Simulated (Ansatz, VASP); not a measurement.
LiF: VASP beside Ansatz

INCAR

```
PREC = Accurate ; ENCUT = 520
EDIFF = 1E-7 ; ISMEAR = 0
SIGMA = 0.05 ; LREAL = False
LASPH = True ; NELM = 60
ALGO = Normal ; ISIF = 2
LWAVE = False ; LCHARG = False
GGA = PE ; NBANDS = 18
```

The input KPOINTS:

```
Automatic mesh
0
Gamma
  9 9 6
```

The input POSCAR:

```
LiF
1.0
    2.8618229035      0.0000000000      0.0000000000
   -1.4309114517      2.4784113355      0.0000000000
    0.0000000000      0.0000000000      4.9126051961
Li F
2 2
Direct
    0.3333333333      0.6666666667      0.3810713234
    0.6666666667      0.3333333333      0.8810713234
    0.3333333333      0.6666666667      0.9939266766
    0.6666666667      0.3333333333      0.4939266766
```

Input for Ansatz:

```yaml
crystal:
  lattice:
    - [2.8618229035, 0.0, 0.0]
    - [-1.4309114517, 2.4784113355, 0.0]
    - [0.0, 0.0, 4.9126051961]
  atoms:
    - { symbol: Li, position: [0.3333333333, 0.6666666667, 0.3810713234] }
    - { symbol: Li, position: [0.6666666667, 0.3333333333, 0.8810713234] }
    - { symbol: F, position: [0.3333333333, 0.6666666667, 0.9939266766] }
    - { symbol: F, position: [0.6666666667, 0.3333333333, 0.4939266766] }
basis:
  ecutwfc: 520.0
kpoints:
  mp_grid: { grid: [9, 9, 6] }
hamiltonian:
  xc: pbe
scf:
  occupations: { method: gaussian, width: 0.05 }
output:
  forces: true
  stress: true
  eigenvalues: true
```

Alike in both runs: task single point; functional PBE; k mesh 9 × 9 × 6; occupations gaussian, width 0.05 eV; no spin polarisation.

```csv
,VASP,Ansatz
version,VASP 6.6.1,Ansatz 0.2.0
potentials or method,"VASP PAW PBE potentials, release 64 (Li_sv, F), cutoff 520 eV","scalar-relativistic, plane waves, PAW"
valence electrons in the cell,20,20
```

|  | VASP | Ansatz | Ansatz less VASP |
| --- | --- | --- | --- |
| gap on the k mesh at the Fermi level (eV) | 8.62 | 8.64 | +0.016 |
| least direct gap on the mesh (eV) | 8.62 | 8.64 | +0.016 |
| rms of the force components (eV/Å) | 0.284 | 0.269 | -0.0157 |

Atom by atom the forces differ by 0.016 eV/Å (rms over components).

Noted on VASP's run: the cutoff is short for stress, so the pressure is rough.
